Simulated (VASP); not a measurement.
Input of a VASP 6.6.1 run:

File INCAR:

```
PREC     = Accurate       # precision mode
ENCUT    = 520            # plane-wave cutoff, eV
EDIFF    = 1E-7           # SCF threshold, eV
ISMEAR   = -1             # smearing method
SIGMA    = 0.02           # smearing width, eV
LREAL    = F              # projectors in reciprocal space
LASPH    = T              # aspherical terms in the spheres
NELM     = 60             # most SCF steps
ALGO     = Normal         # electronic algorithm
ISIF     = 2              # what is computed and relaxed
LWAVE    = F              # write WAVECAR
LCHARG   = F              # write CHGCAR
GGA      = PE             # functional
NBANDS   = 31             # bands
```

The input KPOINTS:

```
Automatic mesh
0
Gamma
  8 4 6
```

Contents of POSCAR:

```
GaB3As4
1.0
    3.5162466245      0.0000000000      0.0000000000
    0.0000000000      7.1004010745      0.0000000000
    0.0000000000      0.0000000000      5.0310342017
B As Ga
3 4 1
Direct
    0.0000000000      0.7656178858     -0.0001867427
    0.5000000000      0.0000000000      0.4939477021
    0.0000000000      0.2343821142     -0.0001867427
    0.5000000000      0.7754045651      0.2334150090
    0.0000000000      0.0000000000      0.7333964001
    0.5000000000      0.2245954349      0.2334150090
    0.0000000000      0.5000000000      0.8063497982
    0.5000000000      0.5000000000      0.4998495669
```

Potentials or basis: VASP PAW PBE potentials, release 64 (B, As, Ga_d).

Run with:

```console
$ cat potpaw_PBE.64/B/POTCAR potpaw_PBE.64/As/POTCAR potpaw_PBE.64/Ga_d/POTCAR > POTCAR
$ mpirun -np 1 vasp_std > vasp.out
```

What does it give for the pressure?

2.8 GPa.

What does it give for the band gap on the k mesh?

0.45 eV (least direct gap 0.52 eV).

Estimate the largest force.

0.259 eV/Å.

Stress tensor (GPa, compression positive):
```
2.57 0.00 0.00
0.00 2.79 0.00
0.00 0.00 2.90
```

A k mesh can miss the band edges.
